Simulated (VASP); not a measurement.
# CaSi3N2 (P-4m2) in VASP: notebook

CaSi3N2 is run at these levels: PBE; tasks: single point, relaxation of cell and atoms.

Program: VASP 6.6.1. These are calculated values, not measurements. Logs are shortened: lines on timing, memory, paths and dates and some standing lists are left out, and cuts for length are marked.

## 1. The cell of the first run

Symmetry: P-4m2, No. 115, tetragonal system. The conventional cell has a = 3.905 Å, b = 3.905 Å, c = 6.277 Å, α = 90.00°, β = 90.00°, γ = 90.00°. Ca (site symmetry -4m2) has 4 N at 2.15 Å and 4 Si at 2.76 Å within 2.8 Å. Si (site symmetry -4m2) has 6 Si at 2.76 to 3.14 Å and 4 N at 2.97 Å within 3.6 Å. Within 3.6 Å of Si (site symmetry -4m2) lie 4 Si at 2.76 Å and 4 N at 2.97 Å and 2 Ca at 3.14 Å. Si (site symmetry -4m2) has 4 N at 2.15 Å and 4 Ca at 2.76 Å within 2.8 Å. Within 2.8 Å of N (site symmetry 2mm) lie 2 Ca at 2.15 Å and 2 Si at 2.15 Å.

The cell was generated, and may not be a known phase.

## 2. Single point, PBE

Contents of INCAR:

```
SYSTEM = CaSi3N2
PREC     = Accurate       ! precision mode
ENCUT    = 600            ! plane-wave cutoff, eV
EDIFF    = 1E-6           ! SCF threshold, eV
ISMEAR   = 0              ! smearing method
SIGMA    = 0.1            ! smearing width, eV
LREAL    = .False.        ! projectors in reciprocal space
LASPH    = .True.         ! aspherical terms in the spheres
NELM     = 120            ! most SCF steps
ALGO     = Normal         ! electronic algorithm
ISIF     = 2              ! what is computed and relaxed
LWAVE    = .False.        ! write WAVECAR
LCHARG   = .False.        ! write CHGCAR
GGA      = PE             ! functional
NBANDS   = 25             ! bands
GGA_COMPAT= .False.
```

Contents of KPOINTS:

```
regular mesh
0
Gamma
  4 4 4
  0 0 0
```

Contents of POSCAR:

```
CaSi3N2
1.0
    3.9054492873      0.0000000000      0.0000000000
    0.0000000000      3.9054492873      0.0000000000
    0.0000000000      0.0000000000      6.2767953538
Ca Si N
1 3 2
Direct
    0.0000000000      0.0000000000      0.5000000000
    0.5000000000      0.5000000000      0.0000000000
    0.0000000000      0.0000000000      0.0000000000
    0.5000000000      0.5000000000      0.5000000000
    0.0000000000      0.5000000000      0.3575361639
    0.5000000000      0.0000000000      0.6424638361
```

Potentials or basis: VASP PAW PBE potentials, release 64 (Ca_sv, Si, N).

Started as:

```console
cat potpaw_PBE.64/Ca_sv/POTCAR potpaw_PBE.64/Si/POTCAR potpaw_PBE.64/N/POTCAR > POTCAR
mpirun -np 1 vasp_std > vasp.out
```

OUTCAR:

```text
SYSTEM = CaSi3N2
   PREC = Accurate
   ENCUT = 600
   EDIFF = 1E-6
   ISMEAR = 0
   LREAL = .False.
   LASPH = .True.
   NELM = 120
   ISIF = 2
   GGA = PE

 ion  position               nearest neighbor table
   1  0.000  0.000  0.500-   5 2.15   6 2.15   5 2.15   6 2.15   4 2.76   4 2.76   4 2.76   4 2.76
                             3 3.14   3 3.14
   2  0.500  0.500  0.000-   3 2.76   3 2.76   3 2.76   3 2.76   4 3.14   4 3.14
   3  0.000  0.000  0.000-   2 2.76   2 2.76   2 2.76   2 2.76   1 3.14   1 3.14
   4  0.500  0.500  0.500-   5 2.15   6 2.15   6 2.15   5 2.15   1 2.76   1 2.76   1 2.76   1 2.76
                             2 3.14   2 3.14
   5  0.000  0.500  0.358-   1 2.15   4 2.15   1 2.15   4 2.15
   6  0.500  0.000  0.642-   1 2.15   4 2.15   4 2.15   1 2.15

  LATTYP: Found a simple tetragonal cell.
 ALAT       =     3.9054492873
 C/A-ratio  =     1.6071890561

  Lattice vectors:

 A1 = (   3.9054492873,   0.0000000000,   0.0000000000)
 A2 = (   0.0000000000,   3.9054492873,   0.0000000000)
 A3 = (   0.0000000000,   0.0000000000,   6.2767953538)

Analysis of symmetry for initial positions (statically):
=====================================================================
 Subroutine PRICEL returns:
 Original cell was already a primitive cell.

 Routine SETGRP: Setting up the symmetry group for a
 simple tetragonal supercell.

 Subroutine GETGRP returns: Found  8 space group operations
 (whereof  8 operations were pure point group operations)
 out of a pool of 16 trial point group operations.

The static configuration has the point symmetry D_2d.

Analysis of symmetry for dynamics (positions and initial velocities):
=====================================================================
 Subroutine PRICEL returns:
 Original cell was already a primitive cell.

 Routine SETGRP: Setting up the symmetry group for a
 simple tetragonal supercell.

 Subroutine GETGRP returns: Found  8 space group operations
 (whereof  8 operations were pure point group operations)
 out of a pool of 16 trial point group operations.

The dynamic configuration has the point symmetry D_2d.

 Subroutine INISYM returns: Found  8 space group operations
 (whereof  8 operations are pure point group operations),
 and found     1 'primitive' translations

----------------------------------------------------------------------------------------

                                     Primitive cell
[... 94 lines left out ...]
   EDIFFG = 0.1E-04   stopping-criterion for IOM
   NSW    =      0    number of steps for IOM
   IBRION =     -1    ionic relax: 0-MD 1-quasi-New 2-CG
   NFREE  =      0    steps in history (QN), initial steepest desc. (CG)
   ISIF   =      2    stress and relaxation
   ISYM   =      2    0-nonsym 1-usesym 2-fastsym
   POTIM  = 0.5000    time-step for ionic-motion
   TEBEG  =    0.0;   TEEND  =   0.0 temperature during run
   PSTRESS=    0.0 pullay stress
   NELECT =      32.0000    total number of electrons
   NUPDOWN=      -1.0000    fix difference up-down
   EMIN   =  10.00;   EMAX   =-10.00  energy-range for DOS
   EFERMI =   0.00;   METHOD = LEGACY
   ISMEAR =     0;   SIGMA  =   0.10  broadening in eV -4-tet -1-fermi 0-gaus
   EFERMI_NEDOS =   21; number of points for ismear=-14 and -15
   IALGO  =     38    algorithm
   IMIX   =      4    mixing-type and parameters
     AMIX     =   0.40;   BMIX     =  1.00
     AMIX_MAG =   1.60;   BMIX_MAG =  1.00
  volume/ion in A,a.u.               =      15.96       107.68
  Fermi-wavevector in a.u.,A,eV,Ry     =   1.136139  2.146992 17.562564  1.290812
  Thomas-Fermi vector in A             =   2.272844
   LORBIT       =      0    0 simple, 1 ext, 2 COOP (PROOUT), +10 PAW based schemes
   GGA     = PE    functional components
   LHFCALC =     F    Hartree Fock is set to
   AEXX    =    0.0000 exact exchange contribution
   IVDW    =     0    specifies the selected vdW correction
   LEPSILON=     F    determine dielectric tensor
   LRPA    =     F    only Hartree local field effects (RPA)
 non-spin polarized calculation
 Gauss-broadening in eV      SIGMA  =   0.10
  energy-cutoff  :      600.00
  volume of cell :       95.74
 maximum number of plane-waves:      3209
 NGX is ok and might be reduce to    32
   NGX = 15   NGY = 15   NGZ = 25

 number of electron      31.9999999 magnetization

 Free energy of the ion-electron system (eV)
  ---------------------------------------------------
  ext. energy  EPLUGINS =         0.00000000
  ---------------------------------------------------
  free energy    TOTEN  =       -30.69185447 eV

  energy without entropy =      -30.68376288  energy(sigma->0) =      -30.68780867

 E-fermi :   5.5868     XC(G=0): -10.1198

 val. band max:        5.4013670503   @ k =   0.5000   0.2500   0.0000
 cond. band min:       5.5928662727   @ k =   0.5000   0.2500   0.2500
 fundamental gap:      0.1914992224
 Fermi energy:         5.5868355597

 k-point     1 :       0.0000    0.0000    0.0000
  band No.  band energies     occupation
      1     -32.8216      2.00000
      2     -14.2175      2.00000
      3     -14.2175      2.00000
      4     -14.2040      2.00000
      5      -9.3959      2.00000
      6      -7.7906      2.00000
[... 493 lines left out ...]
     24      12.9046      0.00000
     25      12.9165      0.00000

------------------------ aborting loop because EDIFF is reached ----------------------------------------

  FORCE on cell =-STRESS in cart. coord.  units (eV):
  Direction    XX          YY          ZZ          XY          YZ          ZX
  --------------------------------------------------------------------------------------
  -------------------------------------------------------------------------------------
  Total        0.2290444      0.2290444      0.1385942      0.0000000     -0.0000000      0.0000000
  in kB        3.8331006      3.8331006      2.3193997      0.0000000     -0.0000000      0.0000000
  external PRESSURE =       3.3285336 kB  Pullay stress =       0.0000000 kB

 VOLUME and BASIS-vectors are now :
 -----------------------------------------------------------------------------
  energy-cutoff  :      600.00
  volume of cell :       95.74
      direct lattice vectors                 reciprocal lattice vectors
     3.905449287  0.000000000  0.000000000     0.256052486  0.000000000  0.000000000
     0.000000000  3.905449287  0.000000000     0.000000000  0.256052486  0.000000000
     0.000000000  0.000000000  6.276795354     0.000000000  0.000000000  0.159316967

 POSITION                                       TOTAL-FORCE (eV/Angst)
 -----------------------------------------------------------------------------------
      0.00000      0.00000      3.13840         0.000000     -0.000000      0.000000
      1.95272      1.95272      0.00000         0.000000     -0.000000      0.000000
      0.00000      0.00000      0.00000         0.000000     -0.000000      0.000000
      1.95272      1.95272      3.13840        -0.000000      0.000000      0.000000
      0.00000      1.95272      2.24418         0.000000     -0.000000     -0.064365
      1.95272      0.00000      4.03261         0.000000     -0.000000      0.064365
 -----------------------------------------------------------------------------------
    total drift:                                0.000000     -0.000000     -0.000000

  FREE ENERGIE OF THE ION-ELECTRON SYSTEM (eV)
  ---------------------------------------------------
  free  energy   TOTEN  =       -30.6918544723 eV

  energy  without entropy=      -30.6837628765  energy(sigma->0) =      -30.68780867
```

OSZICAR:

```text
N       E                     dE             d eps       ncg     rms          rms(c)
DAV:   1     0.210096137400E+03    0.21010E+03   -0.15797E+04   900   0.129E+03
DAV:   2    -0.170649965787E+02   -0.22716E+03   -0.21310E+03  1053   0.304E+02
DAV:   3    -0.361899107103E+02   -0.19125E+02   -0.18492E+02  1524   0.778E+01
DAV:   4    -0.368521944719E+02   -0.66228E+00   -0.66054E+00  1256   0.126E+01
DAV:   5    -0.368691660319E+02   -0.16972E-01   -0.16968E-01  1359   0.166E+00    0.133E+01
DAV:   6    -0.316024523340E+02    0.52667E+01   -0.30673E+01  1194   0.313E+01    0.809E+00
DAV:   7    -0.307933020358E+02    0.80915E+00   -0.40665E+00  1180   0.127E+01    0.335E+00
DAV:   8    -0.307027035439E+02    0.90598E-01   -0.96883E-01  1166   0.606E+00    0.117E+00
DAV:   9    -0.306913382855E+02    0.11365E-01   -0.64121E-02  1271   0.157E+00    0.487E-01
DAV:  10    -0.306915032279E+02   -0.16494E-03   -0.13359E-02  1132   0.929E-01    0.208E-01
DAV:  11    -0.306917985748E+02   -0.29535E-03   -0.16988E-03  1200   0.272E-01    0.601E-02
DAV:  12    -0.306918343939E+02   -0.35819E-04   -0.25183E-04  1205   0.136E-01    0.208E-02
DAV:  13    -0.306918537446E+02   -0.19351E-04   -0.38436E-05  1142   0.420E-02    0.652E-03
DAV:  14    -0.306918544723E+02   -0.72771E-06   -0.21307E-06  1023   0.915E-03
   1 F= -.30691854E+02 E0= -.30687809E+02  d E =-.809160E-02
```

It took 69 s on 1 thread of Oxide Virtual Turin-like, shared host; peak memory 0.19 GiB.

What came out:

```yaml
Free_energy: -30.6919 eV
Pressure: 0.3 GPa
Largest_force: 0.064 eV/Å
Band_gap_on_the_k_mesh: zero (bands 16 and 17 overlap by 1.48 eV)
```

Forces on the atoms (eV/Å):
```
Ca   0.000  0.000  0.000
Si   0.000  0.000  0.000
Si   0.000  0.000  0.000
Si   0.000  0.000  0.000
N    0.000  0.000 -0.064
N    0.000  0.000  0.064
```

Stress tensor (GPa, compression positive):
```
0.38 0.00 0.00
0.00 0.38 0.00
0.00 0.00 0.23
```

Levels at points of the mesh, in eV from the Fermi level:
```
           k point  band 13  band 14  band 15  band 16  band 17  band 18  band 19  band 20
(0.00, 0.00, 0.00)    -2.26    -2.26    -0.95    -0.95    -0.43     0.05     1.18     3.67
(0.50, 0.00, 0.00)    -1.92    -1.79    -1.34     0.71     0.92     0.98     2.00     2.31
(0.50, 0.50, 0.00)    -2.57    -2.57    -2.37    -2.32     1.09     1.39     3.08     3.08
(0.00, 0.00, 0.50)    -2.55    -2.55    -2.30    -0.62    -0.62     0.89     1.50     3.18
(0.50, 0.00, 0.50)    -2.47    -1.96    -0.61     0.45     0.64     1.04     1.07     2.56
(0.50, 0.50, 0.50)    -3.30    -1.62    -1.62    -1.62     0.77     0.79     1.64     1.64
```

Caveat: the k points lie up to 0.40 Å⁻¹ apart, too coarse for converged energies and pressures of a metal.

## 3. Single point, PBE

This run uses another cell than the first one, of 17.12 Å³/atom.

Contents of INCAR:

```
  PREC = Accurate
  ENCUT = 600
  EDIFF = 1E-6
  ISMEAR = 0
  SIGMA = 0.1
  LREAL = F
  LASPH = T
  NELM = 120
  ALGO = Normal
  ISIF = 2
  LWAVE = F
  LCHARG = F
  GGA = PE
  NBANDS = 25
  GGA_COMPAT = F
```

Contents of KPOINTS:

```
regular mesh
0
Gamma
  4 4 4
```

Contents of POSCAR:

```
CaSi3N2
1.0
    4.1629133400      0.0000000000      0.0000000000
    0.0000000000      4.1629133400      0.0000000000
    0.0000000000      0.0000000000      5.9282984600
Ca Si N
1 3 2
Direct
    0.0000000000      0.0000000000      0.5000000000
    0.5000000000      0.5000000000      0.0000000000
    0.0000000000      0.0000000000      0.0000000000
    0.5000000000      0.5000000000      0.5000000000
    0.0000000000      0.5000000000      0.2679100000
    0.5000000000      0.0000000000      0.7320900000
```

Potentials or basis: VASP PAW PBE potentials, release 64 (Ca_sv, Si, N).

Started as:

```console
cat potpaw_PBE.64/Ca_sv/POTCAR potpaw_PBE.64/Si/POTCAR potpaw_PBE.64/N/POTCAR > POTCAR
mpirun -np 1 vasp_std > vasp.out
```

Wall time 97 s (1 thread of Oxide Virtual Turin-like, shared host); peak memory 0.23 GiB.

The run converged. Its results:

- Free energy: -28.9544 eV
- Pressure: -6.8 GPa
- Largest force: 0.987 eV/Å
- Band gap on the k mesh: zero (bands 16 and 17 overlap by 0.75 eV)

Forces on the atoms (eV/Å):
```
Ca   0.000  0.000  0.000
Si   0.000  0.000  0.000
Si   0.000  0.000  0.000
Si   0.000  0.000  0.000
N    0.000  0.000  0.987
N    0.000  0.000 -0.987
```

Stress tensor (GPa, compression positive):
```
-6.75  0.00  0.00
 0.00 -6.75  0.00
 0.00  0.00 -6.84
```

Levels at points of the mesh, in eV from the Fermi level:
```tsv
k point	band 14	band 15	band 16	band 17	band 18	band 19
(0.00, 0.00, 0.00)	-2.85	-2.05	0.06	0.06	0.42	0.89
(0.50, 0.00, 0.00)	-1.33	-1.08	0.11	0.77	0.78	1.09
(0.50, 0.50, 0.00)	-2.09	-2.09	-1.07	0.94	2.34	2.40
(0.00, 0.00, 0.50)	-2.62	-1.35	-0.46	0.43	0.52	0.52
(0.50, 0.00, 0.50)	-2.75	-0.29	0.25	0.49	0.62	1.40
(0.50, 0.50, 0.50)	-0.70	-0.67	-0.50	-0.50	0.48	0.48
```

Caveat: the k points lie up to 0.38 Å⁻¹ apart, too coarse for converged energies and pressures of a metal.

(Continued in part 2 of 2.)

The gap in the log of VASP goes by the Fermi energy; the results here count the filled bands.